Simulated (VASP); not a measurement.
# GaAs (zincblende type): single point with LDA

Crystal: GaAs (zincblende type).

```
CELL_PARAMETERS angstrom
-2.80152 2.80152 0.00000
0.00000 0.00000 5.60305
2.80152 2.80152 0.00000
ATOMIC_POSITIONS crystal
Ga 0.00000 0.00000 0.00000
Ga 0.50000 0.50000 0.50000
As 0.00000 0.25000 0.50000
As 0.50000 0.75000 0.00000
```

```yaml
Program: VASP 6.6.1
Task: single point
Functional: LDA
Potentials_or_basis: VASP PAW LDA potentials, release 64 (Ga_d, As)
Cutoff: 520 eV
k_mesh: 7 × 5 × 7
Occupations: fermi-dirac, width 0.02 eV
Spin: no spin polarisation
Dipole_correction: no
Further_INCAR_settings: ALGO = Normal; EDIFF = 1e-06; NBANDS = 26
```

| Property | Result |
| --- | --- |
| Pressure | 0.4 GPa |
| Band gap on the k mesh | 0.54 eV |

Levels at points of the mesh, in eV from the valence-band top:
```tsv
k point	band 14	band 15	band 16	band 17	band 18	band 19	band 20	band 21	band 22	band 23
(0.00, 0.00, 0.00)	-2.79	-2.79	0.00	0.00	0.00	0.54	1.29	1.54	3.68	3.68
```

Run time: 100 s on 1 thread of Intel Xeon 8259CL (shared host), peak memory 0.2 GiB.

Caveat: an odd mesh through Γ misses points on the zone boundary, where band edges can lie.
